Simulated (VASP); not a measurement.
A run of VASP 6.6.1 is set up as follows.

INCAR

```
SYSTEM = RhN
ALGO = Normal ; EDIFF = 1E-6
ENCUT = 520 ; GGA = PE
ISIF = 2 ; ISMEAR = 0
LASPH = .TRUE. ; LCHARG = .FALSE.
LREAL = .FALSE. ; LWAVE = .FALSE.
NBANDS = 17 ; NELM = 80
PREC = Accurate ; SIGMA = 0.05
```

The input KPOINTS:

```
k-points
0
G
  12 12 12
  0 0 0
```

Contents of POSCAR:

```
RhN
1.0
    0.0000000000      2.2566415073      2.2566415073
    2.2566415073      0.0000000000      2.2566415073
    2.2566415073      2.2566415073      0.0000000000
Rh N
1 1
Direct
    0.0000000000      0.0000000000      0.0000000000
    0.2500000000      0.2500000000      0.2500000000
```

Potentials or basis: VASP PAW PBE potentials, release 64 (Rh_pv, N).

Command:

```console
$ cat potpaw_PBE.64/Rh_pv/POTCAR potpaw_PBE.64/N/POTCAR > POTCAR
$ mpirun -np 1 vasp_std > vasp.out
```

Q: What does it give for the pressure?

A: 14.3 GPa.

Q: Estimate the band gap on the k mesh.

A: Zero (bands 10 and 11 overlap by 3.06 eV).

Caveat: the cell stands under pressure.
